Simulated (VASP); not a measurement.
# EuS in VASP: further runs

EuS is run at these levels: PBE+U; tasks: single point.

All numbers are computed with VASP 6.6.1; they aren't measurements. Logs are shortened: lines on timing, memory, paths and dates and some standing lists are left out, and cuts for length are marked.

### 1 The cell of the first run

The structure is cubic, space group Fm-3m (No. 225). Conventional cell: a = 5.905 Å, b = 5.905 Å, c = 5.905 Å, α = 90.00°, β = 90.00°, γ = 90.00°. S (site symmetry m-3m) has 6 Eu at 2.95 Å within 3.9 Å. Within 3.9 Å of Eu (site symmetry m-3m) lie 6 S at 2.95 Å.

### 2 Single point, PBE+U, collinear spin, antiferromagnetic start

File POSCAR:

```
EuS
1.0
    2.9527041000      2.9527041000      5.9054082100
    5.9054082100      2.9527041000      2.9527041000
    2.9527041000      5.9054082100      2.9527041000
S Eu
2 2
Direct
    0.2500000000      0.2500000000      0.2500000000
    0.7500000000      0.7500000000      0.7500000000
    0.0000000000      0.0000000000      0.0000000000
    0.5000000000      0.5000000000      0.5000000000
```

File INCAR.step1:

```
PREC = Accurate ; ENCUT = 520
EDIFF = 1E-6 ; ISMEAR = 1
SIGMA = 0.0981 ; LREAL = F
LASPH = T ; NELM = 200
ALGO = Normal ; ISIF = 2
LWAVE = F ; LCHARG = T
ISPIN = 2 ; MAGMOM = 0 0 7 -7
LMAXMIX = 6 ; LDAU = T
LDAUTYPE = 2 ; LDAUL = -1 3
LDAUU = 0 4.31 ; LDAUJ = 0 0
LDAUPRINT = 1 ; GGA = PE
ISYM = 0 ; NBANDS = 35
GGA_COMPAT = F ; NEDOS = 2001
LORBIT = 11 ; KPAR = 4
```

File KPOINTS.step1:

```
Automatic mesh
0
Gamma
  6 6 6
```

File INCAR.step2:

```
PREC = Accurate ; ENCUT = 520
EDIFF = 1E-6 ; ISMEAR = -5
SIGMA = 0.0981 ; LREAL = F
LASPH = T ; NELM = 200
ALGO = Normal ; ISIF = 2
LWAVE = F ; LCHARG = F
ISPIN = 2 ; MAGMOM = 0 0 7 -7
LORBIT = 11 ; LMAXMIX = 6
LDAU = T ; LDAUTYPE = 2
LDAUL = -1 3 ; LDAUU = 0 4.31
LDAUJ = 0 0 ; LDAUPRINT = 1
GGA = PE ; NEDOS = 2001
ICHARG = 11 ; ISYM = 0
GGA_COMPAT = F ; KPAR = 4
```

File KPOINTS.step2:

```
Automatic mesh
0
Gamma
  9 9 9
```

Potentials or basis: VASP PAW PBE potentials, release 64 (S, Eu).

Run with:

```sh
$ cat potpaw_PBE.64/S/POTCAR potpaw_PBE.64/Eu/POTCAR > POTCAR
$ cp INCAR.step1 INCAR
$ cp KPOINTS.step1 KPOINTS
$ mpirun -np 4 vasp_std > vasp.out
$ cp INCAR.step2 INCAR
$ cp KPOINTS.step2 KPOINTS
$ mpirun -np 4 vasp_std > vasp.out
```

OUTCAR:

```text
PREC = Accurate
   ENCUT = 520
   EDIFF = 1E-6
   ISMEAR = -5
   LREAL = F
   LASPH = T
   NELM = 200
   ISIF = 2
   ISPIN = 2
   LORBIT = 11
   GGA = PE
   ICHARG = 11
   ISYM = 0

 ion  position               nearest neighbor table
   1  0.250  0.250  0.250-   3 2.95   3 2.95   3 2.95   4 2.95   4 2.95   4 2.95
   2  0.750  0.750  0.750-   4 2.95   4 2.95   4 2.95   3 2.95   3 2.95   3 2.95
   3  0.000  0.000  0.000-   2 2.95   2 2.95   2 2.95   1 2.95   1 2.95   1 2.95
   4  0.500  0.500  0.500-   1 2.95   1 2.95   1 2.95   2 2.95   2 2.95   2 2.95

IMPORTANT INFORMATION: All symmetrisations will be switched off!
NOSYMM: (Re-)initialisation of all symmetry stuff for point group C_1.

----------------------------------------------------------------------------------------

                                     Primitive cell

  volume of cell :     102.9721

  direct lattice vectors                    reciprocal lattice vectors
     2.952704100  2.952704100  5.905408210    -0.084668152 -0.084668152  0.254004456
     5.905408210  2.952704100  2.952704100     0.254004456 -0.084668152 -0.084668152
     2.952704100  5.905408210  2.952704100    -0.084668152  0.254004456 -0.084668152

  length of vectors
     7.232618415  7.232618415  7.232618415     0.280812491  0.280812491  0.280812491

  position of ions in fractional coordinates (direct lattice)
     0.250000000  0.250000000  0.250000000
     0.750000000  0.750000000  0.750000000
     0.000000000  0.000000000  0.000000000
     0.500000000  0.500000000  0.500000000

  ion indices of the primitive-cell ions
   primitive index   ion index
                 1           1
                 2           2
                 3           3
                 4           4

----------------------------------------------------------------------------------------

 KPOINTS: Automatic mesh

Automatic generation of k-mesh.
 Grid dimensions read from file:
 generate k-points for:    9    9    9

 Generating k-lattice:

  Cartesian coordinates                     Fractional coordinates (reciprocal lattice)
    -0.009407572 -0.009407572  0.028222717     0.111111111  0.000000000  0.000000000
     0.028222717 -0.009407572 -0.009407572     0.000000000  0.111111111 -0.000000000
    -0.009407572  0.028222717 -0.009407572     0.000000000 -0.000000000  0.111111111

  Length of vectors
     0.031201388  0.031201388  0.031201388

  Shift w.r.t. Gamma in fractional coordinates (k-lattice)
     0.000000000  0.000000000  0.000000000

 TETIRR: Found   2184 inequivalent tetrahedra from     4374

 Subroutine IBZKPT returns following result:
 ===========================================

 Found    365 irreducible k-points:

 Following reciprocal coordinates:
            Coordinates               Weight
  0.000000  0.000000  0.000000      1.000000
  0.111111 -0.000000 -0.000000      2.000000
 -0.000000  0.111111 -0.000000      2.000000
 -0.000000 -0.000000  0.111111      2.000000
  0.222222 -0.000000 -0.000000      2.000000
 -0.000000  0.222222 -0.000000      2.000000
[... 16 lines left out ...]
  0.333333  0.111111 -0.000000      2.000000
[... 96 lines left out ...]
  o =  0.9640  v =  0.2299 -0.0001  0.0726 -0.5623 -0.4989  0.0623  0.6107  0.0000  0.0000  0.0000  0.0000  0.0000  0.0000  0.0000      0.0000  0.0000  0.0000  0.0000  0.0000  0.0000  0.0000  0.0000  0.0000  0.0000  0.0000  0.0000  0.0000  0.0000
  o =  0.9720  v = -0.0446 -0.9952 -0.0345  0.0563 -0.0345 -0.0000  0.0445  0.0000  0.0000  0.0000  0.0000  0.0000  0.0000  0.0000      0.0000  0.0000  0.0000  0.0000  0.0000  0.0000  0.0000  0.0000  0.0000  0.0000  0.0000  0.0000  0.0000  0.0000
  o =  0.9739  v = -0.5023  0.0000  0.6122 -0.0836  0.4094 -0.2062  0.3948  0.0000  0.0000  0.0000  0.0000  0.0000  0.0000  0.0000      0.0000  0.0000  0.0000  0.0000  0.0000  0.0000  0.0000  0.0000  0.0000  0.0000  0.0000  0.0000  0.0000  0.0000
  o =  0.9739  v =  0.0587  0.0000 -0.2137 -0.0223  0.4905  0.7860  0.3034  0.0000  0.0000  0.0000  0.0000  0.0000  0.0000  0.0000      0.0000  0.0000  0.0000  0.0000  0.0000  0.0000  0.0000  0.0000  0.0000  0.0000  0.0000  0.0000  0.0000  0.0000
  o =  0.9740  v =  0.3481  0.0000 -0.4502 -0.0006  0.4635 -0.5764  0.3594  0.0000  0.0000  0.0000  0.0000  0.0000  0.0000  0.0000      0.0000  0.0000  0.0000  0.0000  0.0000  0.0000  0.0000  0.0000  0.0000  0.0000  0.0000  0.0000  0.0000  0.0000
  o =  0.9745  v = -0.4542  0.0976 -0.3515  0.5746 -0.3525 -0.0007  0.4540  0.0000  0.0000  0.0000  0.0000  0.0000  0.0000  0.0000      0.0000  0.0000  0.0000  0.0000  0.0000  0.0000  0.0000  0.0000  0.0000  0.0000  0.0000  0.0000  0.0000  0.0000

atom =   4  type =  2  l = 3

 onsite density matrix

spin component  1

  0.0022  0.0000  0.0010 -0.0000 -0.0000 -0.0000 -0.0000
  0.0000  0.0001  0.0000 -0.0000  0.0000 -0.0000 -0.0000
  0.0010  0.0000  0.0016 -0.0000 -0.0000 -0.0000  0.0000
 -0.0000 -0.0000 -0.0000  0.0029 -0.0000 -0.0000 -0.0000
 -0.0000  0.0000 -0.0000 -0.0000  0.0017  0.0000 -0.0010
 -0.0000 -0.0000 -0.0000 -0.0000  0.0000  0.0009  0.0000
 -0.0000 -0.0000  0.0000 -0.0000 -0.0010  0.0000  0.0022

spin component  2

  0.9698 -0.0001 -0.0031 -0.0023  0.0017 -0.0005 -0.0029
 -0.0001  0.9720 -0.0001  0.0002 -0.0001  0.0000  0.0001
 -0.0031 -0.0001  0.9715 -0.0025  0.0007 -0.0003 -0.0016
 -0.0023  0.0002 -0.0025  0.9677 -0.0026  0.0000  0.0024
  0.0017 -0.0001  0.0007 -0.0026  0.9714  0.0003  0.0031
 -0.0005  0.0000 -0.0003  0.0000  0.0003  0.9739 -0.0005
 -0.0029  0.0001 -0.0016  0.0024  0.0031 -0.0005  0.9697

 occupancies and eigenvectors

  o =  0.0001  v = -0.0013  1.0000 -0.0011  0.0022 -0.0009  0.0000  0.0011  0.0000  0.0000  0.0000  0.0000  0.0000  0.0000  0.0000      0.0000  0.0000  0.0000  0.0000  0.0000  0.0000  0.0000  0.0000  0.0000  0.0000  0.0000  0.0000  0.0000  0.0000
  o =  0.0008  v = -0.3457 -0.0000  0.4527  0.0015 -0.4299  0.6179 -0.3300  0.0000  0.0000  0.0000  0.0000  0.0000  0.0000  0.0000      0.0000  0.0000  0.0000  0.0000  0.0000  0.0000  0.0000  0.0000  0.0000  0.0000  0.0000  0.0000  0.0000  0.0000
  o =  0.0009  v = -0.3774  0.0000  0.5025  0.0144  0.6134  0.0975  0.4681  0.0000  0.0000  0.0000  0.0000  0.0000  0.0000  0.0000      0.0000  0.0000  0.0000  0.0000  0.0000  0.0000  0.0000  0.0000  0.0000  0.0000  0.0000  0.0000  0.0000  0.0000
  o =  0.0009  v = -0.3294  0.0000  0.4149  0.0009 -0.2585 -0.7801 -0.2098  0.0000  0.0000  0.0000  0.0000  0.0000  0.0000  0.0000      0.0000  0.0000  0.0000  0.0000  0.0000  0.0000  0.0000  0.0000  0.0000  0.0000  0.0000  0.0000  0.0000  0.0000
  o =  0.0029  v =  0.4051 -0.0006  0.2980  0.8232  0.1512 -0.0037 -0.2159  0.0000  0.0000  0.0000  0.0000  0.0000  0.0000  0.0000      0.0000  0.0000  0.0000  0.0000  0.0000  0.0000  0.0000  0.0000  0.0000  0.0000  0.0000  0.0000  0.0000  0.0000
  o =  0.0030  v = -0.5013 -0.0031 -0.3877  0.5583 -0.3273  0.0007  0.4237  0.0000  0.0000  0.0000  0.0000  0.0000  0.0000  0.0000      0.0000  0.0000  0.0000  0.0000  0.0000  0.0000  0.0000  0.0000  0.0000  0.0000  0.0000  0.0000  0.0000  0.0000
  o =  0.0030  v =  0.4627  0.0001  0.3625 -0.1024 -0.4920 -0.0102  0.6340  0.0000  0.0000  0.0000  0.0000  0.0000  0.0000  0.0000      0.0000  0.0000  0.0000  0.0000  0.0000  0.0000  0.0000  0.0000  0.0000  0.0000  0.0000  0.0000  0.0000  0.0000
  o =  0.9635  v =  0.0000  0.0000  0.0000  0.0000  0.0000  0.0000  0.0000 -0.5297 -0.0007 -0.3347  0.1367  0.4398 -0.0840 -0.6231      0.0000  0.0000  0.0000  0.0000  0.0000  0.0000  0.0000  0.0000  0.0000  0.0000  0.0000  0.0000  0.0000  0.0000
  o =  0.9643  v =  0.0000  0.0000  0.0000  0.0000  0.0000  0.0000  0.0000  0.3719 -0.0013  0.3689  0.7994  0.2378  0.0126 -0.1729      0.0000  0.0000  0.0000  0.0000  0.0000  0.0000  0.0000  0.0000  0.0000  0.0000  0.0000  0.0000  0.0000  0.0000
  o =  0.9720  v =  0.0000  0.0000  0.0000  0.0000  0.0000  0.0000  0.0000  0.0486  0.9943  0.0383 -0.0607  0.0385 -0.0002 -0.0491      0.0000  0.0000  0.0000  0.0000  0.0000  0.0000  0.0000  0.0000  0.0000  0.0000  0.0000  0.0000  0.0000  0.0000
  o =  0.9739  v =  0.0000  0.0000  0.0000  0.0000  0.0000  0.0000  0.0000  0.0625  0.0000 -0.2217 -0.0307  0.6057  0.6478  0.3994      0.0000  0.0000  0.0000  0.0000  0.0000  0.0000  0.0000  0.0000  0.0000  0.0000  0.0000  0.0000  0.0000  0.0000
  o =  0.9739  v =  0.0000  0.0000  0.0000  0.0000  0.0000  0.0000  0.0000  0.5083 -0.0008 -0.6261  0.0728 -0.3507  0.2944 -0.3670      0.0000  0.0000  0.0000  0.0000  0.0000  0.0000  0.0000  0.0000  0.0000  0.0000  0.0000  0.0000  0.0000  0.0000
  o =  0.9740  v =  0.0000  0.0000  0.0000  0.0000  0.0000  0.0000  0.0000  0.3409 -0.0000 -0.4249  0.0029  0.3641 -0.6975  0.2901      0.0000  0.0000  0.0000  0.0000  0.0000  0.0000  0.0000  0.0000  0.0000  0.0000  0.0000  0.0000  0.0000  0.0000
  o =  0.9745  v =  0.0000  0.0000  0.0000  0.0000  0.0000  0.0000  0.0000  0.4475 -0.1068  0.3588 -0.5765  0.3552 -0.0034 -0.4484      0.0000  0.0000  0.0000  0.0000  0.0000  0.0000  0.0000  0.0000  0.0000  0.0000  0.0000  0.0000  0.0000  0.0000

 number of electron      46.0000000 magnetization      -0.0000085

 Free energy of the ion-electron system (eV)
  ---------------------------------------------------
  ext. energy  EPLUGINS =         0.00000000
  ---------------------------------------------------
  free energy    TOTEN  =       -38.57105728 eV

  energy without entropy =      -38.57105728  energy(sigma->0) =      -38.57105728

 E-fermi :   3.7223     XC(G=0):  -9.6931

 val. band max:        3.6992561907   @ k =   0.0000   0.0000   0.0000
 cond. band min:       4.0087187952   @ k =   0.1111  -0.4444  -0.4444
 fundamental gap:      0.3094626045
 Fermi energy:         3.7222725181

 spin component 1

 k-point     1 :       0.0000    0.0000    0.0000
  band No.  band energies     occupation
      1     -36.3013      1.00000
      2     -33.1750      1.00000
      3     -15.3939      1.00000
      4     -15.1750      1.00000
      5     -15.1750      1.00000
      6     -13.1943      1.00000
[... 1433 lines left out ...]
     26       7.1812      0.00000
     27       7.2553      0.00000

 [... further k-points ...]

------------------------ aborting loop because EDIFF is reached ----------------------------------------

  FORCE on cell =-STRESS in cart. coord.  units (eV):
  Direction    XX          YY          ZZ          XY          YZ          ZX
  --------------------------------------------------------------------------------------
  -------------------------------------------------------------------------------------
  Total        1.0783382      1.0789603      1.0807499      0.0169073      0.0169952      0.0169916
  in kB       16.7782169     16.7878956     16.8157409      0.2630667      0.2644333      0.2643778
  external PRESSURE =      16.7939511 kB  Pullay stress =       0.0000000 kB

 VOLUME and BASIS-vectors are now :
 -----------------------------------------------------------------------------
  energy-cutoff  :      520.00
  volume of cell :      102.97
      direct lattice vectors                 reciprocal lattice vectors
     2.952704100  2.952704100  5.905408210    -0.084668152 -0.084668152  0.254004456
     5.905408210  2.952704100  2.952704100     0.254004456 -0.084668152 -0.084668152
     2.952704100  5.905408210  2.952704100    -0.084668152  0.254004456 -0.084668152

 POSITION                                       TOTAL-FORCE (eV/Angst)
 -----------------------------------------------------------------------------------
      2.95270      2.95270      2.95270         0.000002      0.000031      0.000070
      8.85811      8.85811      8.85811        -0.000001     -0.000038     -0.000063
      0.00000      0.00000      0.00000         0.000003     -0.000003     -0.000011
      5.90541      5.90541      5.90541        -0.000004      0.000009      0.000005
 -----------------------------------------------------------------------------------
    total drift:                               -0.000014      0.000023     -0.000013

  FREE ENERGIE OF THE ION-ELECTRON SYSTEM (eV)
  ---------------------------------------------------
  free  energy   TOTEN  =       -38.5710572836 eV

  energy  without entropy=      -38.5710572836  energy(sigma->0) =      -38.57105728

 total charge

# of ion       s       p       d       f       tot
--------------------------------------------------
    1        1.317   2.457   0.000   0.000   3.774
    2        1.317   2.457   0.000   0.000   3.774
    3        2.030   5.787   0.263   6.797  14.877
    4        2.030   5.787   0.263   6.797  14.877
--------------------------------------------------
tot          6.695  16.487   0.526  13.594  37.302

 magnetization (x)

# of ion       s       p       d       f       tot
--------------------------------------------------
    1        0.000   0.000   0.000   0.000   0.000
    2        0.000   0.000   0.000   0.000   0.000
    3       -0.014  -0.116   0.043   6.775   6.688
    4        0.014   0.116  -0.043  -6.775  -6.688
--------------------------------------------------
tot          0.000   0.000  -0.000  -0.000  -0.000
```

It took 69 min on 4 MPI ranks of Intel Xeon 6975P-C (Granite Rapids), shared host; peak memory 1.7 GiB.

Results:

| Property | Result |
| --- | --- |
| Net moment | 0.00 μB per cell |
| Site moments | S +0.00; Eu +6.69, -6.69 μB |
| Valence electrons inside the program's atomic spheres | S 3.77; Eu 14.88 |

Eigenvalues of the final occupation matrices:
```
    site  spin  trace                         eigenvalues
site 3 f     1   6.80  0.96 0.96 0.97 0.97 0.97 0.97 0.97
site 3 f     2   0.01  0.00 0.00 0.00 0.00 0.00 0.00 0.00
site 4 f     1   0.01  0.00 0.00 0.00 0.00 0.00 0.00 0.00
site 4 f     2   6.80  0.96 0.96 0.97 0.97 0.97 0.97 0.97
```

Caveat: spin-orbit coupling is left out, which moves the levels of the heavy elements. The state reached can hang on the start; a lower one may exist.

### 3 Single point, PBE+U, collinear spin, ferromagnetic start

This run uses another cell than the first one, of 26.58 Å³/atom.

File INCAR:

```
SYSTEM = EuS
ALGO = Normal ; EDIFF = 1E-6
ENCUT = 600 ; GGA = PE
GGA_COMPAT = .False. ; ISIF = 2
ISMEAR = 1 ; ISPIN = 2
LASPH = .True. ; LCHARG = .False.
LDAU = .True. ; LDAUJ = 0 0
LDAUL = -1 3 ; LDAUPRINT = 1
LDAUTYPE = 2 ; LDAUU = 0 4.31
LMAXMIX = 6 ; LORBIT = 11
LREAL = .False. ; LWAVE = .False.
MAGMOM = -0.07 -0.07 7.54 7.54 ; NBANDS = 35
NELM = 200 ; PREC = Accurate
SIGMA = 0.0431
```

File KPOINTS:

```
k-points
0
Gamma
  6 6 6
  0 0 0
```

File POSCAR:

```
EuS
1.0
    2.9837450803      2.9837450803      5.9683054013
    5.9683054013      2.9837450803      2.9837450803
    2.9837450803      5.9683054013      2.9837450803
S Eu
2 2
Direct
    0.2500000000      0.2500000000      0.2500000000
    0.7500000000      0.7500000000      0.7500000000
    0.0000000000      0.0000000000      0.0000000000
    0.5000000000      0.5000000000      0.5000000000
```

Potentials or basis: VASP PAW PBE potentials, release 64 (S, Eu).

Run with:

```sh
$ cat potpaw_PBE.64/S/POTCAR potpaw_PBE.64/Eu/POTCAR > POTCAR
$ mpirun -np 1 vasp_std > vasp.out
```

Wall time 40 min (1 thread of AMD EPYC 7R13, shared host); peak memory 0.77 GiB.

Results (log left out):

```yaml
Free_energy: -38.6120 eV
Pressure: 0.0 GPa
Band_gap_on_the_k_mesh: zero (filled and empty bands overlap)
Net_moment: 14.00 μB per cell
Site_moments: S -0.07; Eu +6.70 μB
Valence_electrons_inside_the_program's_atomic_spheres: S 3.76; Eu 14.86
```

Levels at points of the mesh, in eV from the Fermi level:
Spin up:
```
           k point  band 26  band 27  band 28  band 29  band 30  band 31  band 32  band 33  band 34  band 35
(0.00, 0.00, 0.00)    -0.45    -0.45     0.00     0.00     0.01     1.58     1.92     1.92     1.92     2.79
(0.50, 0.00, 0.00)    -0.48    -0.45    -0.45    -0.38    -0.38     1.65     1.65     4.45     4.46     5.11
(0.50, 0.50, 0.00)    -0.47    -0.45    -0.45    -0.22    -0.21     0.00     3.67     3.95     4.06     4.52
(0.50, 0.50, 0.50)    -0.37    -0.35    -0.35    -0.35    -0.35     2.23     2.23     2.93     2.93     2.93
```
Spin down:
```
           k point  band 14  band 15  band 16  band 17  band 18  band 19
(0.00, 0.00, 0.00)    -1.91    -1.91    -1.91     2.06     2.59     2.59
(0.50, 0.00, 0.00)    -2.93    -2.69    -2.69     2.04     2.04     4.94
(0.50, 0.50, 0.00)    -3.06    -2.27    -2.27     0.55     3.81     4.62
(0.50, 0.50, 0.50)    -2.57    -2.57    -2.57     2.66     2.66     3.57
```

Eigenvalues of the final occupation matrices:
```
    site  spin  trace                         eigenvalues
site 3 f     1   6.79  0.97 0.97 0.97 0.97 0.97 0.97 0.97
site 3 f     2   0.01  0.00 0.00 0.00 0.00 0.00 0.00 0.00
site 4 f     1   6.79  0.97 0.97 0.97 0.97 0.97 0.97 0.97
site 4 f     2   0.01  0.00 0.00 0.00 0.00 0.00 0.00 0.00
```

Caveat: spin-orbit coupling is left out, which moves the levels of the heavy elements.
